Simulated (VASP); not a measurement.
Cd: single point with PBE

The system is Cd.

```
CELL_PARAMETERS angstrom
4.64797 0.00000 0.00000
0.00000 4.64797 0.00000
0.00000 0.00000 4.64797
ATOMIC_POSITIONS crystal
Cd 0.03000 0.03000 0.03000
Cd 0.47000 0.97000 0.53000
Cd 0.53000 0.47000 0.97000
Cd 0.97000 0.53000 0.47000
```

```
Program                : VASP 6.6.1
Task                   : single point
Functional             : PBE
Potentials or basis    : VASP PAW PBE potentials, release 64 (Cd)
Cutoff                 : 520 eV
k mesh                 : 4 × 4 × 4
Occupations            : gaussian, width 0.1 eV
Spin                   : no spin polarisation
Dipole correction      : no
Further INCAR settings : ALGO = Normal; EDIFF = 1e-06; NBANDS = 32
```

```
Pressure               : -2.4 GPa
Largest force          : 0.177 eV/Å
Band gap on the k mesh : zero (bands 24 and 25 overlap by 2.75 eV)
```

Forces on the atoms (eV/Å):
```
Cd  -0.102 -0.102 -0.102
Cd   0.102  0.102 -0.102
Cd  -0.102  0.102  0.102
Cd   0.102 -0.102  0.102
```

Levels at points of the mesh, in eV from the Fermi level:
```csv
k point,band 22,band 23,band 24,band 25,band 26,band 27
"(0.00, 0.00, 0.00)",-0.61,-0.61,-0.61,0.96,0.96,0.96
"(0.50, 0.00, 0.00)",-5.85,1.49,1.49,1.75,1.75,1.99
"(0.50, 0.50, 0.00)",-3.90,-3.57,-3.57,3.59,3.59,3.99
"(0.50, 0.50, 0.50)",-2.12,-2.12,-2.12,-1.27,-1.27,-1.27
```

Run time: 43 s on 1 thread of Intel Xeon 8259CL, on a shared host, peak memory 0.2 GiB.
